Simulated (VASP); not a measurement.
A run of VASP 6.6.1:

Contents of INCAR:

```
ALGO = Normal
EDIFF = 1E-6
ENCUT = 520
GGA = CA
ISIF = 2
ISMEAR = 0
LASPH = True
LCHARG = False
LREAL = False
LWAVE = False
NBANDS = 44
NELM = 100
PREC = Accurate
SIGMA = 0.02
```

Contents of KPOINTS:

```
k-points
0
Gamma
  6 6 4
```

Contents of POSCAR:

```
SiO2
1.0
    5.0967960995      0.0000000000      0.0000000000
    0.0000000000      5.0967960995      0.0000000000
    0.0000000000      0.0000000000      7.0846498112
Si O
4 8
Direct
    0.2125907635      0.2125907635      0.0000000000
    0.2874092365      0.7125907635      0.7500000000
    0.7125907635      0.2874092365      0.2500000000
    0.7874092365      0.7874092365      0.5000000000
    0.5791229817      0.7434798572      0.6671580350
    0.4208770183      0.2565201428      0.1671580350
    0.7434798572      0.5791229817      0.3328419650
    0.2434798572      0.9208770183      0.9171580350
    0.2565201428      0.4208770183      0.8328419650
    0.0791229817      0.7565201428      0.5828419650
    0.9208770183      0.2434798572      0.0828419650
    0.7565201428      0.0791229817      0.4171580350
```

Potentials or basis: VASP PAW LDA potentials, release 64 (Si, O).

The run is started by

```bash
$ cat potpaw_LDA.64/Si/POTCAR potpaw_LDA.64/O/POTCAR > POTCAR
$ mpirun -np 1 vasp_std > vasp.out
```

Hardware: 1 thread of Intel(R) Xeon(R) Platinum 8259CL CPU @ 2.50GHz (Skylake/Cascade Lake) (shared host).

How long does it take, and how much memory?

Run time: 3.2 min on 1 thread of Intel(R) Xeon(R) Platinum 8259CL CPU @ 2.50GHz (Skylake/Cascade Lake), on a shared host, peak memory 0.32 GiB. Counts: scf iterations 14, k points 30.
